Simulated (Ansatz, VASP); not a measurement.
# InP: VASP beside Ansatz

The input INCAR:

```
PREC     = Accurate       # precision mode
ENCUT    = 520            # plane-wave cutoff, eV
EDIFF    = 1E-6           # SCF threshold, eV
ISMEAR   = -1             # smearing method
SIGMA    = 0.05           # smearing width, eV
LREAL    = False          # projectors in reciprocal space
LASPH    = True           # aspherical terms in the spheres
NELM     = 100            # most SCF steps
ALGO     = Normal         # electronic algorithm
ISIF     = 2              # what is computed and relaxed
LWAVE    = False          # write WAVECAR
LCHARG   = False          # write CHGCAR
GGA      = CA             # functional
NBANDS   = 16             # bands
```

File KPOINTS:

```
Automatic mesh
0
Gamma
  11 11 11
```

Contents of POSCAR:

```
InP
1.0
    0.0000000000      2.7967183404      2.7967183404
    2.7967183404      0.0000000000      2.7967183404
    2.7967183404      2.7967183404      0.0000000000
In P
1 1
Direct
    0.0000000000      0.0000000000      0.0000000000
    0.5000000000      0.5000000000      0.5000000000
```

Input for Ansatz:

```yaml
crystal:
  lattice:
    - [0.0, 2.7967183404, 2.7967183404]
    - [2.7967183404, 0.0, 2.7967183404]
    - [2.7967183404, 2.7967183404, 0.0]
  atoms:
    - { symbol: In, position: [0.0, 0.0, 0.0] }
    - { symbol: P, position: [0.5, 0.5, 0.5] }
kpoints:
  mp_grid: { grid: [11, 11, 11] }
  band_path:
    path:
      - [0.0, 0.0, 0.0]
      - [0.5, 0.0, 0.5]
      - [0.625, 0.25, 0.625]
      - [0.375, 0.375, 0.75]
      - [0.0, 0.0, 0.0]
      - [0.5, 0.5, 0.5]
      - [0.5, 0.25, 0.75]
      - [0.5, 0.0, 0.5]
    npoints: 5
scf:
  occupations: { method: fermi_dirac, width: 0.05 }
hamiltonian:
  xc: lda
  pseudopotentials: { kind: all_electron, lapw: { basis_error: 0.001 } }
output:
  forces: true
  stress: true
  eigenvalues: true
```

Change from the starting cell: volume scaled by 0.94.

Alike in both runs: task single point; functional LDA; k mesh 11 × 11 × 11; occupations fermi-dirac, width 0.05 eV; no spin polarisation.

|  | VASP | Ansatz |
| --- | --- | --- |
| version | VASP 6.6.1 | Ansatz 0.2.0 |
| potentials or method | VASP PAW LDA potentials, release 64 (In_d, P), cutoff 520 eV | all-electron LAPW, scalar-relativistic |

|  | VASP | Ansatz | Ansatz less VASP |
| --- | --- | --- | --- |
| pressure (GPa) | -6.8 | -6.9 | -0.04 |

LDA's correlation is that of Perdew and Zunger in VASP and of Perdew and Wang (1992) in Ansatz. Ansatz ran all-electron here, and VASP with PAW potentials.
